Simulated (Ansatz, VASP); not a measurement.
Two plane-wave programs on SnO

INCAR

```
SYSTEM = SnO
  PREC = Accurate
  ENCUT = 520
  EDIFF = 1E-6
  ISMEAR = 0
  SIGMA = 0.05
  LREAL = .FALSE.
  LASPH = .TRUE.
  NELM = 60
  ALGO = Normal
  ISIF = 2
  LWAVE = .FALSE.
  LCHARG = .FALSE.
  LDIPOL = .TRUE.
  IDIPOL = 3
  DIPOL = 0.5 0.5 0.404
  GGA = PE
  IVDW = 12
  NBANDS = 50
```

KPOINTS

```
Automatic mesh
0
G
  7 7 1
  0 0 0
```

POSCAR

```
SnO
1.0
    3.8205591572     -0.0000144285      0.0000000000
    0.0000145032      3.8205591572      0.0000000000
    0.0000000000      0.0000000000     22.2281056610
Sn O
4 4
Direct
    0.7499972356      0.2500027644      0.2024464014
    0.2499972356      0.7500027644      0.3088006209
    0.2499972356      1.1250027644      0.5000000000
    0.7499972356      0.6250027644      0.6063542196
    0.2499972356      0.2500027644      0.2556235111
    0.7499972356      0.7500027644      0.2556235111
    0.7499972356      1.1250027644      0.5531771098
    0.2499972356      0.6250027644      0.5531771098
```

Input for Ansatz:

```yaml
crystal:
  lattice:
    - [3.8205591572, -1.44285e-05, 0.0]
    - [1.45032e-05, 3.8205591572, 0.0]
    - [0.0, 0.0, 22.228105661]
  atoms:
    - { symbol: Sn, position: [0.7499972356, 0.2500027644, 0.2024464014] }
    - { symbol: O, position: [0.2499972356, 0.2500027644, 0.2556235111] }
    - { symbol: O, position: [0.7499972356, 0.7500027644, 0.2556235111] }
    - { symbol: Sn, position: [0.2499972356, 0.7500027644, 0.3088006209] }
    - { symbol: Sn, position: [0.2499972356, 1.1250027644, 0.5] }
    - { symbol: O, position: [0.7499972356, 1.1250027644, 0.5531771098] }
    - { symbol: O, position: [0.2499972356, 0.6250027644, 0.5531771098] }
    - { symbol: Sn, position: [0.7499972356, 0.6250027644, 0.6063542196] }
basis:
  ecutwfc: 420
kpoints:
  mp_grid: { grid: [7, 7, 1] }
hamiltonian:
  xc: pbe
  dispersion: d3bj
scf:
  occupations: { method: gaussian, width: 0.05 }
output:
  forces: true
  eigenvalues: true
efield:
  axis: 3
  dipole_correction: true
  ramp_width: 0.04
```

Alike in both runs: task single point; functional PBE; dispersion D3(BJ); k mesh 7 × 7 × 1; occupations gaussian, width 0.05 eV; no spin polarisation.

```csv
,VASP,Ansatz
version,VASP 6.6.1,Ansatz 0.2.0
potentials or method,"VASP PAW PBE potentials, release 64 (Sn_d, O), cutoff 520 eV","scalar-relativistic, plane waves, PAW"
valence electrons in the cell,80,80
```

|  | VASP | Ansatz | Ansatz less VASP |
| --- | --- | --- | --- |
| gap on the k mesh at the Fermi level (eV) | 2.50 | 2.51 | +0.007 |
| least direct gap on the mesh (eV) | 2.58 | 2.62 | +0.039 |
| rms of the force components (eV/Å) | 0.040 | 0.012 | -0.0278 |

Ansatz's warnings: structure snapped to symmetry.
